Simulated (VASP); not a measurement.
Wanted: the native input for a VASP 6.6.1 run.

```
Task                   : relaxation of cell and atoms
Functional             : revPBE
Dispersion             : D4
Potentials or basis    : VASP PAW PBE potentials, release 64 (Ti_sv)
Cutoff                 : 600 eV
k mesh                 : 11 × 11 × 11
Occupations            : fermi-dirac, width 0.05 eV
Spin                   : no spin polarisation
Dipole correction      : no
Further INCAR settings : ALGO = Normal; EDIFF = 1e-06; IBRION = 2; EDIFFG = -0.01; NSW = 60; ISIF = 3
```

The structure of Ti lies in POSCAR:

```
Ti
1.0
   -1.6410000000      1.6410000000      1.6410000000
    1.6410000000     -1.6410000000      1.6410000000
    1.6410000000      1.6410000000     -1.6410000000
Ti
1
Direct
    0.0000000000      0.0000000000      0.0000000000
```

The input as run:

INCAR

```
ALGO = Normal
EDIFF = 1E-6
EDIFFG = -0.01
ENCUT = 600
GGA = RE
IBRION = 2
ISIF = 3
ISMEAR = -1
IVDW = 13
LASPH = T
LCHARG = F
LREAL = F
LWAVE = F
NELM = 80
NSW = 60
PREC = Accurate
SIGMA = 0.05
```

KPOINTS

```
k-points
0
Gamma
  11 11 11
```

Potentials or basis: VASP PAW PBE potentials, release 64 (Ti_sv).

Command:

```bash
$ cat potpaw_PBE.64/Ti_sv/POTCAR > POTCAR
$ mpirun -np 1 vasp_std > vasp.out
```

It gave:

```
Relaxed volume                         : 17.11 Å³/atom
Relaxed cell                           : a = 2.811 Å, b = 2.811 Å, c = 2.811 Å, α = 109.47°, β = 109.47°, γ = 109.47°
Space group after relaxing (to 0.05 Å) : Im-3m (No. 229)
Energy gained by relaxing              : 5.9 meV/atom
Ionic steps                            : 3
Pressure after relaxing                : 0.0 GPa
Band gap on the k mesh                 : zero (band 6 reaches 9.36 eV, above the bottom of band 7 at 7.73 eV)
Dispersion energy per atom             : -0.312 eV
```

Caveat: the PAW data sets were made with another functional, which shifts forces and pressure a little; pairwise dispersion overbinds metals, which lowers pressure and volume.

Run time: 48 s on 1 thread of Intel Xeon 8259CL, on a shared host, peak memory 0.15 GiB.
